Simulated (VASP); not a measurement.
Input of a VASP 6.6.1 run:

File INCAR:

```
SYSTEM = Cu
PREC     = Accurate       ! precision mode
ENCUT    = 520            ! plane-wave cutoff, eV
EDIFF    = 1E-7           ! SCF threshold, eV
ISMEAR   = -1             ! smearing method
SIGMA    = 0.08           ! smearing width, eV
LREAL    = .False.        ! projectors in reciprocal space
LASPH    = .True.         ! aspherical terms in the spheres
NELM     = 100            ! most SCF steps
ALGO     = Normal         ! electronic algorithm
ISIF     = 2              ! what is computed and relaxed
LWAVE    = .False.        ! write WAVECAR
LCHARG   = .True.         ! write CHGCAR
LELF     = .True.         ! ELF
LVHAR    = .True.       
NBANDS   = 12             ! bands
```

KPOINTS

```
regular mesh
0
Gamma
  19 19 19
  0 0 0
```

File POSCAR:

```
Cu
1.0
   -1.2111189581      1.2111189581      1.2111189581
    1.2111189581     -1.2111189581      1.2111189581
    1.2111189581      1.2111189581     -1.2111189581
Cu
1
Direct
    0.0000000000      0.0000000000      0.0000000000
```

Potentials or basis: VASP PAW LDA potentials, release 64 (Cu).

Launch:

```console
$ cat potpaw_LDA.64/Cu/POTCAR > POTCAR
$ mpirun -np 1 vasp_std > vasp.out
```

(1) Estimate the pressure.

Results:

(1) 234.3 GPa.
